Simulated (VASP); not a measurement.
# ScTeAs3 (Pm-3m) in VASP: further runs

The runs below take ScTeAs3 through single point, with PBE.

Everything below comes from runs of VASP 6.6.1. Logs are shortened: lines on timing, memory, paths and dates and some standing lists are left out, and cuts for length are marked.

## 1. The cell of the first run

It takes space group Pm-3m (No. 221, cubic). Conventional cell: a = 5.172 Å, b = 5.172 Å, c = 5.172 Å, α = 90.00°, β = 90.00°, γ = 90.00°. Within 4.8 Å of Sc (site symmetry m-3m) lie 12 As at 3.66 Å and 8 Te at 4.48 Å. Te (site symmetry m-3m) has 6 As at 2.59 Å within 3.4 Å. Within 3.4 Å of As (site symmetry 4/mmm) lie 2 Te at 2.59 Å.

The cell was generated, and may not be a known phase.

## 2. Single point, PBE

Input file INCAR:

```
PREC = Accurate
ENCUT = 520
EDIFF = 1E-6
ISMEAR = 0
SIGMA = 0.1
LREAL = F
LASPH = T
NELM = 80
ALGO = Normal
ISIF = 2
LWAVE = F
LCHARG = F
GGA = PE
NBANDS = 24
```

Input file KPOINTS:

```
Automatic mesh
0
Gamma
  4 4 4
```

Input file POSCAR:

```
ScTeAs3
1.0
    5.1717977400      0.0000000000      0.0000000000
    0.0000000000      5.1717977400      0.0000000000
    0.0000000000      0.0000000000      5.1717977400
Sc Te As
1 1 3
Direct
    0.5000000000      0.5000000000      0.5000000000
    0.0000000000      0.0000000000      0.0000000000
    0.5000000000      0.0000000000      0.0000000000
    0.0000000000      0.5000000000      0.0000000000
    0.0000000000      0.0000000000      0.5000000000
```

Potentials or basis: VASP PAW PBE potentials, release 64 (Sc_sv, Te, As).

Launch:

```bash
$ cat potpaw_PBE.64/Sc_sv/POTCAR potpaw_PBE.64/Te/POTCAR potpaw_PBE.64/As/POTCAR > POTCAR
$ mpirun -np 1 vasp_std > vasp.out
```

OUTCAR:

```text
PREC = Accurate
   ENCUT = 520
   EDIFF = 1E-6
   ISMEAR = 0
   LREAL = F
   LASPH = T
   NELM = 80
   ISIF = 2
   GGA = PE

 ion  position               nearest neighbor table
   1  0.500  0.500  0.500-
   2  0.000  0.000  0.000-   3 2.59   4 2.59   5 2.59   5 2.59   4 2.59   3 2.59
   3  0.500  0.000  0.000-   2 2.59   2 2.59
   4  0.000  0.500  0.000-   2 2.59   2 2.59
   5  0.000  0.000  0.500-   2 2.59   2 2.59

  LATTYP: Found a simple cubic cell.
 ALAT       =     5.1717977400

  Lattice vectors:

 A1 = (   5.1717977400,   0.0000000000,   0.0000000000)
 A2 = (   0.0000000000,   5.1717977400,   0.0000000000)
 A3 = (   0.0000000000,   0.0000000000,   5.1717977400)

Analysis of symmetry for initial positions (statically):
=====================================================================
 Subroutine PRICEL returns:
 Original cell was already a primitive cell.

 Routine SETGRP: Setting up the symmetry group for a
 simple cubic supercell.

 Subroutine GETGRP returns: Found 48 space group operations
 (whereof 48 operations were pure point group operations)
 out of a pool of 48 trial point group operations.

The static configuration has the point symmetry O_h .

Analysis of symmetry for dynamics (positions and initial velocities):
=====================================================================
 Subroutine PRICEL returns:
 Original cell was already a primitive cell.

 Routine SETGRP: Setting up the symmetry group for a
 simple cubic supercell.

 Subroutine GETGRP returns: Found 48 space group operations
 (whereof 48 operations were pure point group operations)
 out of a pool of 48 trial point group operations.

The dynamic configuration has the point symmetry O_h .

 Subroutine INISYM returns: Found 48 space group operations
 (whereof 48 operations are pure point group operations),
 and found     1 'primitive' translations

----------------------------------------------------------------------------------------

                                     Primitive cell

  volume of cell :     138.3326

  direct lattice vectors                    reciprocal lattice vectors
     5.171797740  0.000000000  0.000000000     0.193356363  0.000000000  0.000000000
     0.000000000  5.171797740  0.000000000     0.000000000  0.193356363  0.000000000
     0.000000000  0.000000000  5.171797740     0.000000000  0.000000000  0.193356363

  length of vectors
     5.171797740  5.171797740  5.171797740     0.193356363  0.193356363  0.193356363

  position of ions in fractional coordinates (direct lattice)
     0.500000000  0.500000000  0.500000000
     0.000000000  0.000000000  0.000000000
     0.500000000  0.000000000  0.000000000
     0.000000000  0.500000000  0.000000000
     0.000000000  0.000000000  0.500000000

  ion indices of the primitive-cell ions
   primitive index   ion index
                 1           1
                 2           2
                 3           3
                 4           4
                 5           5

----------------------------------------------------------------------------------------

 KPOINTS: Automatic mesh

Automatic generation of k-mesh.
 Grid dimensions read from file:
 generate k-points for:    4    4    4

 Generating k-lattice:

  Cartesian coordinates                     Fractional coordinates (reciprocal lattice)
     0.048339091  0.000000000  0.000000000     0.250000000  0.000000000  0.000000000
     0.000000000  0.048339091  0.000000000     0.000000000  0.250000000  0.000000000
     0.000000000  0.000000000  0.048339091     0.000000000  0.000000000  0.250000000

  Length of vectors
     0.048339091  0.048339091  0.048339091

  Shift w.r.t. Gamma in fractional coordinates (k-lattice)
     0.000000000  0.000000000  0.000000000

 Subroutine IBZKPT returns following result:
 ===========================================

 Found     10 irreducible k-points:

 Following reciprocal coordinates:
            Coordinates               Weight
  0.000000  0.000000  0.000000      1.000000
  0.250000  0.000000  0.000000      6.000000
  0.500000  0.000000  0.000000      3.000000
  0.250000  0.250000  0.000000     12.000000
  0.500000  0.250000  0.000000     12.000000
  0.500000  0.500000  0.000000      3.000000
  0.250000  0.250000  0.250000      8.000000
  0.500000  0.250000  0.250000     12.000000
  0.500000  0.500000  0.250000      6.000000
  0.500000  0.500000  0.500000      1.000000
   k-points           NKPTS =     10   k-points in BZ     NKDIM =     10   number of bands    NBANDS=     24
   number of dos      NEDOS =    301   number of ions     NIONS =      5
   total plane-waves  NPLWV =  64000
   dimension x,y,z NGX =    40 NGY =   40 NGZ =   40
   dimension x,y,z NGXF=    80 NGYF=   80 NGZF=   80
   ions per type =               1   1   3
   NGX,Y,Z   is equivalent  to a cutoff of  12.86, 12.86, 12.86 a.u.
   NGXF,Y,Z  is equivalent  to a cutoff of  25.72, 25.72, 25.72 a.u.
 SYSTEM =  unknown system
   PREC   = accura    normal or accurate (medium, high low for compatibility)
   ISTART =      0    job   : 0-new  1-cont  2-samecut
   ICHARG =      2    charge: 1-file 2-atom 10-const
   ISPIN  =      1    spin polarized calculation?
   LNONCOLLINEAR =      F non collinear calculations
   LSORBIT =      F    spin-orbit coupling
   LASPH  =      T    aspherical Exc in radial PAW
   ENCUT  =  520.0 eV  38.22 Ry    6.18 a.u.   9.62  9.62  9.62*2*pi/ulx,y,z
   NELM   =     80;   NELMIN=  2; NELMDL= -5     # of ELM steps
   EDIFF  = 0.1E-05   stopping-criterion for ELM
   LREAL  =      F    real-space projection
   EDIFFG = 0.1E-04   stopping-criterion for IOM
   NSW    =      0    number of steps for IOM
   IBRION =     -1    ionic relax: 0-MD 1-quasi-New 2-CG
   NFREE  =      0    steps in history (QN), initial steepest desc. (CG)
   ISIF   =      2    stress and relaxation
   ISYM   =      2    0-nonsym 1-usesym 2-fastsym
   POTIM  = 0.5000    time-step for ionic-motion
   TEBEG  =    0.0;   TEEND  =   0.0 temperature during run
   PSTRESS=    0.0 pullay stress
   NELECT =      32.0000    total number of electrons
   NUPDOWN=      -1.0000    fix difference up-down
   EMIN   =  10.00;   EMAX   =-10.00  energy-range for DOS
   EFERMI =   0.00;   METHOD = LEGACY
   ISMEAR =     0;   SIGMA  =   0.10  broadening in eV -4-tet -1-fermi 0-gaus
   EFERMI_NEDOS =   21; number of points for ismear=-14 and -15
   IALGO  =     38    algorithm
   IMIX   =      4    mixing-type and parameters
     AMIX     =   0.40;   BMIX     =  1.00
     AMIX_MAG =   1.60;   BMIX_MAG =  1.00
  volume/ion in A,a.u.               =      27.67       186.70
  Fermi-wavevector in a.u.,A,eV,Ry     =   1.004963  1.899104 13.741205  1.009950
  Thomas-Fermi vector in A             =   2.137612
   LORBIT       =      0    0 simple, 1 ext, 2 COOP (PROOUT), +10 PAW based schemes
   GGA     = PE    functional components
   LHFCALC =     F    Hartree Fock is set to
   AEXX    =    0.0000 exact exchange contribution
   IVDW    =     0    specifies the selected vdW correction
   LEPSILON=     F    determine dielectric tensor
   LRPA    =     F    only Hartree local field effects (RPA)
 non-spin polarized calculation
 Gauss-broadening in eV      SIGMA  =   0.10
  energy-cutoff  :      520.00
  volume of cell :      138.33
 maximum number of plane-waves:      3764
 NGX is ok and might be reduce to    40
   NGX = 19   NGY = 19   NGZ = 19

 number of electron      31.9999989 magnetization

 Free energy of the ion-electron system (eV)
  ---------------------------------------------------
  ext. energy  EPLUGINS =         0.00000000
  ---------------------------------------------------
  free energy    TOTEN  =       -19.61970068 eV

  energy without entropy =      -19.59196626  energy(sigma->0) =      -19.60583347

 E-fermi :   4.2819     XC(G=0):  -9.1939

 val. band max:        4.2777135229   @ k =   0.2500   0.2500   0.0000
 cond. band min:       4.3224778899   @ k =   0.5000   0.5000   0.0000
 fundamental gap:      0.0447643670
 Fermi energy:         4.2819430919

 k-point     1 :       0.0000    0.0000    0.0000
  band No.  band energies     occupation
      1     -47.1424      2.00000
      2     -25.6984      2.00000
      3     -25.6984      2.00000
      4     -25.6984      2.00000
      5     -10.5722      2.00000
      6      -5.5394      2.00000
[... 16 lines left out ...]
     23       5.0982      0.00000
     24       8.7711      0.00000

 k-point     2 :       0.2500    0.0000    0.0000
  band No.  band energies     occupation
      1     -47.1424      2.00000
      2     -25.6987      2.00000
      3     -25.6984      2.00000
      4     -25.6984      2.00000
      5     -10.4069      2.00000
      6      -6.3151      2.00000
[... 16 lines left out ...]
     23       6.5455      0.00000
     24       8.3453      0.00000

 k-point     3 :       0.5000    0.0000    0.0000
  band No.  band energies     occupation
      1     -47.1424      2.00000
      2     -25.6991      2.00000
      3     -25.6983      2.00000
      4     -25.6983      2.00000
      5     -10.2030      2.00000
      6      -6.9984      2.00000
[... 16 lines left out ...]
     23       5.7895      0.00000
     24       7.7425      0.00000

 k-point     4 :       0.2500    0.2500    0.0000
  band No.  band energies     occupation
      1     -47.1424      2.00000
      2     -25.6987      2.00000
      3     -25.6987      2.00000
      4     -25.6983      2.00000
      5     -10.2331      2.00000
      6      -6.3855      2.00000
[... 16 lines left out ...]
     23       7.2863      0.00000
     24       8.1478      0.00000

 k-point     5 :       0.5000    0.2500    0.0000
  band No.  band energies     occupation
      1     -47.1424      2.00000
      2     -25.6991      2.00000
      3     -25.6987      2.00000
      4     -25.6983      2.00000
      5     -10.0156      2.00000
      6      -6.9567      2.00000
[... 16 lines left out ...]
     23       5.6971      0.00000
     24       7.9097      0.00000

 k-point     6 :       0.5000    0.5000    0.0000
  band No.  band energies     occupation
      1     -47.1424      2.00000
      2     -25.6990      2.00000
      3     -25.6990      2.00000
      4     -25.6983      2.00000
      5      -9.7744      2.00000
      6      -6.9136      2.00000
[... 16 lines left out ...]
     23       6.1236      0.00000
     24       6.1521      0.00000

 k-point     7 :       0.2500    0.2500    0.2500
  band No.  band energies     occupation
      1     -47.1424      2.00000
      2     -25.6987      2.00000
      3     -25.6987      2.00000
      4     -25.6987      2.00000
      5     -10.0485      2.00000
      6      -6.3573      2.00000
[... 16 lines left out ...]
     23       7.0408      0.00000
     24       7.7328      0.00000

 k-point     8 :       0.5000    0.2500    0.2500
  band No.  band energies     occupation
      1     -47.1424      2.00000
      2     -25.6990      2.00000
      3     -25.6986      2.00000
      4     -25.6986      2.00000
      5      -9.8125      2.00000
      6      -6.9212      2.00000
[... 16 lines left out ...]
     23       5.7571      0.00000
     24       6.3766      0.00000

 k-point     9 :       0.5000    0.5000    0.2500
  band No.  band energies     occupation
      1     -47.1424      2.00000
      2     -25.6990      2.00000
      3     -25.6990      2.00000
      4     -25.6986      2.00000
      5      -9.5430      2.00000
      6      -6.8846      2.00000
[... 16 lines left out ...]
     23       5.8165      0.00000
     24       5.8594      0.00000

 k-point    10 :       0.5000    0.5000    0.5000
  band No.  band energies     occupation
      1     -47.1423      2.00000
      2     -25.6989      2.00000
      3     -25.6989      2.00000
      4     -25.6989      2.00000
      5      -9.2157      2.00000
      6      -6.8550      2.00000
[... 16 lines left out ...]
     23       5.6536      0.00000
     24       5.6536      0.00000

------------------------ aborting loop because EDIFF is reached ----------------------------------------

  FORCE on cell =-STRESS in cart. coord.  units (eV):
  Direction    XX          YY          ZZ          XY          YZ          ZX
  --------------------------------------------------------------------------------------
  -------------------------------------------------------------------------------------
  Total        1.6693082      1.6693082      1.6693082      0.0000000     -0.0000000     -0.0000000
  in kB       19.3340356     19.3340356     19.3340356      0.0000000     -0.0000000     -0.0000000
  external PRESSURE =      19.3340356 kB  Pullay stress =       0.0000000 kB

 VOLUME and BASIS-vectors are now :
 -----------------------------------------------------------------------------
  energy-cutoff  :      520.00
  volume of cell :      138.33
      direct lattice vectors                 reciprocal lattice vectors
     5.171797740  0.000000000  0.000000000     0.193356363  0.000000000  0.000000000
     0.000000000  5.171797740  0.000000000     0.000000000  0.193356363  0.000000000
     0.000000000  0.000000000  5.171797740     0.000000000  0.000000000  0.193356363

 POSITION                                       TOTAL-FORCE (eV/Angst)
 -----------------------------------------------------------------------------------
      2.58590      2.58590      2.58590         0.000000      0.000000      0.000000
      0.00000      0.00000      0.00000         0.000000      0.000000      0.000000
      2.58590      0.00000      0.00000         0.000000      0.000000      0.000000
      0.00000      2.58590      0.00000         0.000000      0.000000      0.000000
      0.00000      0.00000      2.58590         0.000000      0.000000      0.000000
 -----------------------------------------------------------------------------------
    total drift:                               -0.000000      0.000000     -0.000000

  FREE ENERGIE OF THE ION-ELECTRON SYSTEM (eV)
  ---------------------------------------------------
  free  energy   TOTEN  =       -19.6197006754 eV

  energy  without entropy=      -19.5919662552  energy(sigma->0) =      -19.60583347
```

It took 23 s on 1 thread of Intel Xeon 6975P-C (Granite Rapids), shared host; peak memory 0.25 GiB.

What came out:

```yaml
Free_energy: -19.6197 eV
Pressure: 1.9 GPa
Band_gap_on_the_k_mesh: zero (bands 16 and 17 overlap by 0.88 eV)
```

Levels at points of the mesh, in eV from the Fermi level:
```csv
k point,band 13,band 14,band 15,band 16,band 17,band 18,band 19,band 20
"(0.00, 0.00, 0.00)",-0.58,-0.58,-0.33,-0.33,-0.33,0.37,0.37,0.42
"(0.50, 0.00, 0.00)",-1.61,-1.56,-0.86,-0.86,-0.41,0.17,0.50,0.86
"(0.50, 0.50, 0.00)",-1.80,-1.80,-0.75,0.04,0.04,0.30,0.40,0.65
"(0.50, 0.50, 0.50)",-0.71,-0.39,-0.39,-0.39,0.21,0.63,0.63,0.63
```

Caveat: spin-orbit coupling is left out, which moves the levels of the heavy elements.

## 3. Single point, PBE

This run uses another cell than the first one, of 28.80 Å³/atom.

Input file INCAR:

```
  PREC = Accurate
  ENCUT = 520
  EDIFF = 1E-7
  ISMEAR = 0
  SIGMA = 0.1
  LREAL = False
  LASPH = True
  NELM = 60
  ALGO = Normal
  ISIF = 2
  LWAVE = False
  LCHARG = False
  GGA = PE
  NBANDS = 24
```

KPOINTS is that of step 2.

POSCAR, as its differences from that of step 2:

```diff
@@ -2,5 +2,5 @@
 1.0
-    5.1717977400      0.0000000000      0.0000000000
-    0.0000000000      5.1717977400      0.0000000000
-    0.0000000000      0.0000000000      5.1717977400
+    5.2412475279      0.0000000000      0.0000000000
+    0.0000000000      5.2412475279      0.0000000000
+    0.0000000000      0.0000000000      5.2412475279
 Sc Te As
```

Potentials or basis: VASP PAW PBE potentials, release 64 (Sc_sv, Te, As).

Launch:

```bash
$ cat potpaw_PBE.64/Sc_sv/POTCAR potpaw_PBE.64/Te/POTCAR potpaw_PBE.64/As/POTCAR > POTCAR
$ mpirun -np 1 vasp_std > vasp.out
```

Run time: 24 s. Hardware: 1 thread of Intel Xeon 6975P-C (Granite Rapids), shared host; peak memory 0.25 GiB.

Results (log left out):

```
Free energy            : -19.6502 eV
Pressure               : -0.2 GPa
Band gap on the k mesh : zero (bands 16 and 17 overlap by 0.83 eV)
```

Levels at points of the mesh, in eV from the Fermi level:
| k point | band 13 | band 14 | band 15 | band 16 | band 17 | band 18 | band 19 | band 20 |
| --- | --- | --- | --- | --- | --- | --- | --- | --- |
| (0.00, 0.00, 0.00) | -0.53 | -0.53 | -0.29 | -0.29 | -0.29 | 0.37 | 0.37 | 0.42 |
| (0.50, 0.00, 0.00) | -1.49 | -1.45 | -0.80 | -0.80 | -0.40 | 0.14 | 0.49 | 0.81 |
| (0.50, 0.50, 0.00) | -1.68 | -1.68 | -0.71 | 0.03 | 0.03 | 0.27 | 0.39 | 0.62 |
| (0.50, 0.50, 0.50) | -0.67 | -0.44 | -0.44 | -0.44 | 0.23 | 0.59 | 0.59 | 0.59 |

Caveat: spin-orbit coupling is left out, which moves the levels of the heavy elements.

The gap in the log of VASP goes by the Fermi energy; the results here count the filled bands.